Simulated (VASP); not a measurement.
# Sn (Im-3m) in VASP: further runs, part 3 of 3

VASP 6.6.1.

### Step 5. Single point, PBE

This run uses another cell than the first one, of 28.29 Å³/atom, 1.061 times its volume.

Contents of INCAR:

```
SYSTEM = Sn
ALGO     = Normal         ! electronic algorithm
EDIFF    = 1E-6           ! SCF threshold, eV
ENCUT    = 520            ! plane-wave cutoff, eV
GGA      = PE             ! functional
ISIF     = 2              ! what is computed and relaxed
ISMEAR   = -1             ! smearing method
LASPH    = .TRUE.         ! aspherical terms in the spheres
LCHARG   = .TRUE.         ! write CHGCAR
LELF     = .TRUE.         ! ELF
LREAL    = .FALSE.        ! projectors in reciprocal space
LVHAR    = .TRUE.       
LWAVE    = .FALSE.        ! write WAVECAR
NBANDS   = 13             ! bands
NELM     = 100            ! most SCF steps
PREC     = Accurate       ! precision mode
SIGMA    = 0.05           ! smearing width, eV
```

Contents of KPOINTS:

```
k-points
0
G
  10 10 10
  0 0 0
```

Contents of POSCAR:

```
Sn
1.0
   -1.9195843076      1.9195843076      1.9195843076
    1.9195843076     -1.9195843076      1.9195843076
    1.9195843076      1.9195843076     -1.9195843076
Sn
1
Direct
    0.0000000000      0.0000000000      0.0000000000
```

Potentials or basis: VASP PAW PBE potentials, release 64 (Sn_d).

Started as:

```
$ cat potpaw_PBE.64/Sn_d/POTCAR > POTCAR
$ mpirun -np 1 vasp_std > vasp.out
```

OUTCAR:

```text
SYSTEM = Sn
   EDIFF = 1E-6
   ENCUT = 520
   GGA = PE
   ISIF = 2
   ISMEAR = -1
   LASPH = .TRUE.
   LREAL = .FALSE.
   NELM = 100
   PREC = Accurate

 ion  position               nearest neighbor table
   1  0.000  0.000  0.000-

  LATTYP: Found a body centered cubic cell.
 ALAT       =     3.8391686152

  Lattice vectors:

 A1 = (  -1.9195843076,   1.9195843076,   1.9195843076)
 A2 = (   1.9195843076,  -1.9195843076,   1.9195843076)
 A3 = (   1.9195843076,   1.9195843076,  -1.9195843076)

Analysis of symmetry for initial positions (statically):
=====================================================================
 Subroutine PRICEL returns:
 Original cell was already a primitive cell.

 Routine SETGRP: Setting up the symmetry group for a
 body centered cubic supercell.

 Subroutine GETGRP returns: Found 48 space group operations
[... 9 lines left out ...]

 Routine SETGRP: Setting up the symmetry group for a
 body centered cubic supercell.

 Subroutine GETGRP returns: Found 48 space group operations
[... 11 lines left out ...]
                                     Primitive cell

  volume of cell :      28.2932

  direct lattice vectors                    reciprocal lattice vectors
    -1.919584308  1.919584308  1.919584308     0.000000000  0.260473061  0.260473061
     1.919584308 -1.919584308  1.919584308     0.260473061  0.000000000  0.260473061
     1.919584308  1.919584308 -1.919584308     0.260473061  0.260473061  0.000000000

  length of vectors
     3.324817550  3.324817550  3.324817550     0.368364535  0.368364535  0.368364535

  position of ions in fractional coordinates (direct lattice)
     0.000000000  0.000000000  0.000000000

  ion indices of the primitive-cell ions
   primitive index   ion index
                 1           1

----------------------------------------------------------------------------------------

[... 82 lines left out ...]
   EMIN   =  10.00;   EMAX   =-10.00  energy-range for DOS
[... 5 lines left out ...]
     AMIX     =   0.40;   BMIX     =  1.00
     AMIX_MAG =   1.60;   BMIX_MAG =  1.00
  volume/ion in A,a.u.               =      28.29       190.93
  Fermi-wavevector in a.u.,A,eV,Ry     =   1.294863  2.446935 22.812465  1.676669
  Thomas-Fermi vector in A             =   2.426419
   LORBIT       =      0    0 simple, 1 ext, 2 COOP (PROOUT), +10 PAW based schemes
   GGA     = PE    functional components
   LHFCALC =     F    Hartree Fock is set to
   AEXX    =    0.0000 exact exchange contribution
   IVDW    =     0    specifies the selected vdW correction
   LEPSILON=     F    determine dielectric tensor
   LRPA    =     F    only Hartree local field effects (RPA)
 non-spin polarized calculation
  energy-cutoff  :      520.00
  volume of cell :       28.29
 maximum number of plane-waves:       772
 NGX is ok and might be reduce to    28
   NGX = 13   NGY = 13   NGZ = 13

 number of electron      14.0000001 magnetization

 Free energy of the ion-electron system (eV)
  ---------------------------------------------------
  ext. energy  EPLUGINS =         0.00000000
  ---------------------------------------------------
  free energy    TOTEN  =        -3.76078519 eV

  energy without entropy =       -3.75301939  energy(sigma->0) =       -3.75690229

 E-fermi :   7.5738     XC(G=0): -10.1813

 val. band max:        7.5624479420   @ k =   0.3000   0.0000   0.0000
 cond. band min:       7.6191671821   @ k =   0.2000   0.1000   0.1000
 fundamental gap:      0.0567192401
 Fermi energy:         7.5738011552

 k-point     1 :       0.0000    0.0000    0.0000
  band No.  band energies     occupation
      1     -13.9330      2.00000
      2     -13.9330      2.00000
      3     -13.9330      2.00000
      4     -13.8107      2.00000
      5     -13.8107      2.00000
      6      -3.1878      2.00000
      7      15.2159      0.00000
      8      15.2159      0.00000
      9      15.2159      0.00000
     10      19.6438      0.00000
     11      19.6438      0.00000
     12      19.6438      0.00000
     13      20.0553      0.00000
[... 354 lines left out ...]
  band No.  band energies     occupation
      1     -13.9393      2.00000
      2     -13.8989      2.00000
      3     -13.8390      2.00000
      4     -13.8185      2.00000
      5     -13.8082      2.00000
      6      -1.0913      2.00000
      7       7.7339      0.07825
      8      11.3282      0.00000
      9      12.5969      0.00000
     10      16.4166      0.00000
     11      17.4355      0.00000
     12      18.3861      0.00000
     13      24.0504      0.00000

 [... further k-points ...]
[... 5 lines left out ...]
  --------------------------------------------------------------------------------------
  -------------------------------------------------------------------------------------
  Total       -0.1933503     -0.1933503     -0.1933503     -0.0000000     -0.0000000      0.0000000
  in kB      -10.9489824    -10.9489824    -10.9489824     -0.0000000     -0.0000000      0.0000000
  external PRESSURE =     -10.9489824 kB  Pullay stress =       0.0000000 kB

 VOLUME and BASIS-vectors are now :
 -----------------------------------------------------------------------------
  energy-cutoff  :      520.00
  volume of cell :       28.29
      direct lattice vectors                 reciprocal lattice vectors
    -1.919584308  1.919584308  1.919584308     0.000000000  0.260473061  0.260473061
     1.919584308 -1.919584308  1.919584308     0.260473061  0.000000000  0.260473061
     1.919584308  1.919584308 -1.919584308     0.260473061  0.260473061  0.000000000

 POSITION                                       TOTAL-FORCE (eV/Angst)
 -----------------------------------------------------------------------------------
      0.00000      0.00000      0.00000         0.000000      0.000000     -0.000000
 -----------------------------------------------------------------------------------
    total drift:                               -0.000000     -0.000000     -0.000000

  FREE ENERGIE OF THE ION-ELECTRON SYSTEM (eV)
  ---------------------------------------------------
  free  energy   TOTEN  =        -3.7607851891 eV

  energy  without entropy=       -3.7530193910  energy(sigma->0) =       -3.75690229
```

OSZICAR:

```text
N       E                     dE             d eps       ncg     rms          rms(c)
DAV:   1     0.791097693129E+02    0.79110E+02   -0.71071E+03  1262   0.158E+03
DAV:   2     0.183438809582E+01   -0.77275E+02   -0.74739E+02  1332   0.341E+02
DAV:   3    -0.365767743402E+01   -0.54921E+01   -0.54731E+01  1440   0.724E+01
DAV:   4    -0.376897408481E+01   -0.11130E+00   -0.11128E+00  1453   0.111E+01
DAV:   5    -0.377261791851E+01   -0.36438E-02   -0.36438E-02  1529   0.194E+00    0.123E+00
DAV:   6    -0.376363126912E+01    0.89866E-02   -0.10247E-02  1552   0.169E+00    0.681E-01
DAV:   7    -0.376088615124E+01    0.27451E-02   -0.67568E-03  1517   0.131E+00    0.943E-02
DAV:   8    -0.376078356718E+01    0.10258E-03   -0.67601E-04  1492   0.427E-01    0.227E-02
DAV:   9    -0.376078387702E+01   -0.30984E-06   -0.11402E-05  1591   0.407E-02    0.163E-02
DAV:  10    -0.376078506058E+01   -0.11836E-05   -0.33802E-06  1527   0.226E-02    0.181E-03
DAV:  11    -0.376078518907E+01   -0.12849E-06   -0.12840E-07   821   0.578E-03
   1 F= -.37607852E+01 E0= -.37569023E+01  d E =-.776580E-02
```

Run time: 8.4 s. Hardware: 1 thread of Intel Xeon Platinum 8559C (Emerald Rapids), shared host; peak memory 0.16 GiB.

Results:

| Quantity | Value |
| --- | --- |
| Free energy | -3.7608 eV |
| Pressure | -1.1 GPa |
| Band gap on the k mesh | zero (band 7 reaches 15.22 eV, above the bottom of band 8 at 5.46 eV) |

Caveat: spin-orbit coupling is left out, which moves the levels of the heavy elements.

### Step 6. Summary

| cell | gap on the mesh (eV) | pressure (GPa) |
| --- | --- | --- |
| a = 3.260 Å, angles 109.5°, 1 atom | none | 1.6 |
| a = 3.282 Å, angles 109.5°, 1 atom | none | 0.6 |
| a = 3.303 Å, angles 109.5°, 1 atom | none | -0.3 |
| a = 3.325 Å, angles 109.5°, 1 atom | none | -1.1 |

Alike in all rows: task single point; level PBE; potentials or basis VASP PAW PBE potentials, release 64 (Sn_d); no spin polarisation; k mesh 10 × 10 × 10; cutoff (eV) 520; smearing fermi-dirac 0.05 eV.

Caveats: spin-orbit coupling is left out, which moves the levels of the heavy elements.

Total energies depend on the potentials used, so only differences within one code and one set of settings carry meaning.
